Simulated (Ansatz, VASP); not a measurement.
**One calculation of B5P, two programs**

INCAR

```
  PREC = Accurate
  ENCUT = 500
  EDIFF = 1E-7
  ISMEAR = 0
  SIGMA = 0.2
  LREAL = F
  LASPH = T
  NELM = 120
  ALGO = Normal
  ISIF = 3
  LWAVE = F
  LCHARG = F
  GGA = PE
  IBRION = 2
  NSW = 36
  EDIFFG = -0.08
  GGA_COMPAT = F
  NELMIN = 4
```

KPOINTS

```
regular mesh
0
Gamma
  5 5 4
```

POSCAR

```
B5P
1.0
    4.0706294700      0.0000000000      0.0000000000
   -2.0353147400      3.5252685300      0.0000000000
    0.0000000000      0.0000000000      4.2514941100
B P
5 1
Direct
    0.6666666700      0.3333333300      0.7451463800
    0.6666666700      0.3333333300      0.2548536200
    0.0000000000      0.0000000000      0.2111353400
    0.0000000000      0.0000000000      0.7888646600
    0.3333333300      0.6666666700      0.5000000000
    0.3333333300      0.6666666700      0.0000000000
```

Input for Ansatz:

```yaml
crystal:
  lattice:
    - [4.07062947, 0.0, 0.0]
    - [-2.03531474, 3.52526853, 0.0]
    - [0.0, 0.0, 4.25149411]
  atoms:
    - { symbol: B, position: [0.66666667, 0.33333333, 0.74514638] }
    - { symbol: B, position: [0.66666667, 0.33333333, 0.25485362] }
    - { symbol: B, position: [0.0, 0.0, 0.21113534] }
    - { symbol: B, position: [0.0, 0.0, 0.78886466] }
    - { symbol: B, position: [0.33333333, 0.66666667, 0.5] }
    - { symbol: P, position: [0.33333333, 0.66666667, 0.0] }
basis:
  ecutwfc: 420
kpoints:
  mp_grid: { grid: [5, 5, 4] }
hamiltonian:
  xc: pbe
scf:
  occupations: { method: gaussian, width: 0.2 }
  lower_state_search: "off"
output:
  forces: true
  stress: true
  eigenvalues: true
relax:
  adjacent_minimum: "off"
  f_tol: 0.08
  max_steps: 16
  cell: { stress_tol: 0.8 }
```

Alike in both runs: task relaxation of cell and atoms; functional PBE; k mesh 5 × 5 × 4; occupations gaussian, width 0.2 eV; no spin polarisation.

```csv
,VASP,Ansatz
version,VASP 6.6.1,Ansatz 0.2.0
potentials or method,"VASP PAW PBE potentials, release 64 (B, P), cutoff 500 eV","scalar-relativistic, plane waves, PAW"
valence electrons in the cell,20,20
```

VASP gave:

```
gap on the k mesh at the Fermi level, each at its own relaxed structure (eV) : none
relaxed volume (Å³/atom)                                                     : 7.42
relaxed cell length with the largest relative difference (Å)                 : 3.857
```

**Question.** Which values does Ansatz return?

**Answer.** gap on the k mesh at the Fermi level, each at its own relaxed structure (eV): none; relaxed volume (Å³/atom): 7.43; relaxed cell length with the largest relative difference (Å): 3.867.

A gap of «none» marks a metal or a gap that the smearing closes.

The k mesh is coarse, so the values compare programs but aren't converged. Noted on VASP's run: the volume moved by over 15 % at a fixed basis, so the end points are rough; too few bands were computed for a metal, which touches its energy and stress.
